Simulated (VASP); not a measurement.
Input of a VASP 6.6.1 run:

INCAR

```
PREC     = Accurate       # precision mode
ENCUT    = 520            # plane-wave cutoff, eV
EDIFF    = 1E-6           # SCF threshold, eV
ISMEAR   = 0              # smearing method
SIGMA    = 0.15           # smearing width, eV
LREAL    = F              # projectors in reciprocal space
LASPH    = T              # aspherical terms in the spheres
NELM     = 60             # most SCF steps
ALGO     = Fast           # electronic algorithm
ISIF     = 2              # what is computed and relaxed
LWAVE    = F              # write WAVECAR
LCHARG   = F              # write CHGCAR
GGA      = PS             # functional
NBANDS   = 12             # bands
```

The input KPOINTS:

```
Automatic mesh
0
Gamma
  22 22 22
```

POSCAR

```
Zn
1.0
   -1.5455014450      1.5455014450      1.5690370000
    1.5455014450     -1.5455014450      1.5690370000
    1.5925725550      1.5925725550     -1.5690370000
Zn
1
Direct
    0.0000000000      0.0000000000      0.0000000000
```

Potentials or basis: VASP PAW PBE potentials, release 64 (Zn).

Launch:

```bash
$ cat potpaw_PBE.64/Zn/POTCAR > POTCAR
$ mpirun -np 1 vasp_std > vasp.out
```

Question: Predict the pressure.

Answer: -4.7 GPa.

Question: Estimate the band gap on the k mesh.

Answer: Zero (band 6 reaches 6.96 eV, above the bottom of band 7 at 1.61 eV).

Stress tensor (GPa, compression positive):
```
-4.68 -0.04  0.00
-0.04 -4.68  0.00
 0.00  0.00 -4.81
```

Caveat: the cell differs from its parent crystal (strain +0.0300 x Voigt [0, 0, 0, 0, 0, 1]); the PAW data sets were made with another functional, which shifts forces and pressure a little.
